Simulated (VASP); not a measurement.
A run of VASP 6.6.1:

Contents of INCAR:

```
SYSTEM = K4AlAs2
  PREC = Accurate
  ENCUT = 520
  EDIFF = 1E-6
  ISMEAR = 0
  SIGMA = 0.1827
  LREAL = .FALSE.
  LASPH = .TRUE.
  NELM = 60
  ALGO = Normal
  ISIF = 2
  LWAVE = .FALSE.
  LCHARG = .FALSE.
  GGA = PE
  NBANDS = 34
```

Contents of KPOINTS:

```
regular mesh
0
G
  7 7 7
  0 0 0
```

The input POSCAR:

```
K4AlAs2
1.0
    2.9176810000      5.0535710000      0.0000000000
   -2.9176810000      5.0535710000      0.0000000000
    0.0000000000     -3.3690440000      8.8341420000
Al K As
1 4 2
Direct
    0.0000000000      0.0000000000      0.0000000000
    0.3761500000      0.3761500000      0.1284500000
    0.6238500000      0.6238500000      0.8715500000
    0.2083300000      0.2083300000      0.6249900000
    0.7916700000      0.7916700000      0.3750100000
    0.0798500000      0.0798500000      0.2395500000
    0.9201500000      0.9201500000      0.7604500000
```

Potentials or basis: VASP PAW PBE potentials, release 64 (Al, K_sv, As).

Launch:

```bash
$ cat potpaw_PBE.64/Al/POTCAR potpaw_PBE.64/K_sv/POTCAR potpaw_PBE.64/As/POTCAR > POTCAR
$ mpirun -np 1 vasp_std > vasp.out
```

Hardware: 1 thread of Intel(R) Xeon(R) 6975P-C (Granite Rapids), on a shared host.

Question: Estimate the wall time of this run.

Answer: It took 3 min on 1 thread of Intel(R) Xeon(R) 6975P-C (Granite Rapids) (shared host), peak memory 0.62 GiB. Counts: scf iterations 15, k points 44.
